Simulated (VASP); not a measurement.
## ZrO2: single point with PBE

The system is ZrO2.

```
Zr O
1.0
     0.00000   -2.55795   -2.55795
    -2.55795    0.00000   -2.55795
     2.55795    2.55795   -5.11590
Zr O
2 4
Direct
  0.00000 0.00000 0.00000
  0.50000 0.50000 0.50000
  0.62500 0.62500 0.12500
  0.12500 0.12500 0.62500
  0.87500 0.87500 0.37500
  0.37500 0.37500 0.87500
```

```json
{
 "Program": "VASP 6.6.1",
 "Task": "single point",
 "Functional": "PBE",
 "Potentials or basis": "VASP PAW PBE potentials, release 64 (Zr_sv, O)",
 "Cutoff": "600 eV",
 "k mesh": "6 × 6 × 6",
 "Occupations": "gaussian, width 0.1 eV",
 "Spin": "no spin polarisation"
}
```

```json
{"Pressure": "0.1 GPa", "Band gap on the k mesh": "3.31 eV"}
```

Levels at points of the mesh, in eV from the valence-band top:
| k point | band 20 | band 21 | band 22 | band 23 | band 24 | band 25 | band 26 | band 27 | band 28 | band 29 |
| --- | --- | --- | --- | --- | --- | --- | --- | --- | --- | --- |
| (0.00, 0.00, 0.00) | -1.63 | -1.63 | -0.53 | -0.53 | -0.53 | 3.31 | 3.31 | 3.94 | 3.94 | 5.95 |
| (0.50, 0.00, 0.00) | -1.56 | -1.20 | -1.20 | -1.14 | -1.14 | 4.10 | 4.10 | 4.34 | 4.34 | 6.14 |
| (0.50, 0.50, 0.00) | -1.63 | -1.63 | -1.49 | -1.49 | 0.00 | 3.74 | 3.94 | 3.94 | 4.66 | 5.69 |
| (0.00, 0.00, 0.50) | -1.62 | -1.28 | -1.28 | -1.28 | -1.28 | 3.99 | 3.99 | 3.99 | 3.99 | 6.71 |

It took 51 s on 1 thread of Intel(R) Xeon(R) 6975P-C (Granite Rapids) (shared host), peak memory 0.23 GiB.

A k mesh can miss the band edges.
